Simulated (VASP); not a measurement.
Crystal: BAs.

```
B As
1.0
    -1.67956    1.67956    5.81818
     1.67956   -1.67956    5.81818
     1.67956    1.67956   -5.81818
B As
2 2
Cartesian
  0.0000 0.0000 9.6970
  0.0000 1.6796 0.9697
  0.0000 0.0000 7.7576
  1.6796 0.0000 4.8485
```

The cell was built from a structure type or drawn by symmetry, and may not be a known phase.

- Program: VASP 6.6.1
- Task: relaxation of cell and atoms
- Functional: PBE
- Potentials or basis: VASP PAW PBE potentials, release 64 (B, As)
- Cutoff: 600 eV
- k mesh: 8 × 8 × 8
- Occupations: gaussian, width 0.1 eV
- Spin: no spin polarisation

At the start: pressure 6.3 GPa; volume 16.41 Å³/atom.

How do energy, volume and symmetry change on relaxing?

Over 7 steps the energy falls by 24.1 meV/atom and the volume is 17.30 Å³/atom (+5.4 %); space group I4_1md (No. 109, to 0.1 Å) before and after.

Step by step:
```tsv
step	energy change (eV)	largest force (eV/Å)	pressure (GPa)	volume (Å³)
1	0.0000	0.7667	6.32	65.65
2	0.0560	0.9708	-3.80	71.96
3	-0.0876	0.2102	1.26	68.21
4	-0.0877	0.1903	1.37	68.14
5	-0.0930	0.1804	-0.87	69.78
6	-0.0953	0.0516	-0.11	69.19
7	-0.0962	0.0341	0.10	69.18
```

Final structure:
```xyz
4
Lattice="-1.7052 1.7052 5.9478 1.7052 -1.7052 5.9478 1.7052 1.7052 -5.9478" Properties=species:S:1:pos:R:3 pbc="T T T"
B     0.0000    0.0000    9.9272
B     0.0000    1.7052    1.0056
As    0.0000    0.0000    7.9160
As    1.7052    0.0000    4.9421
```
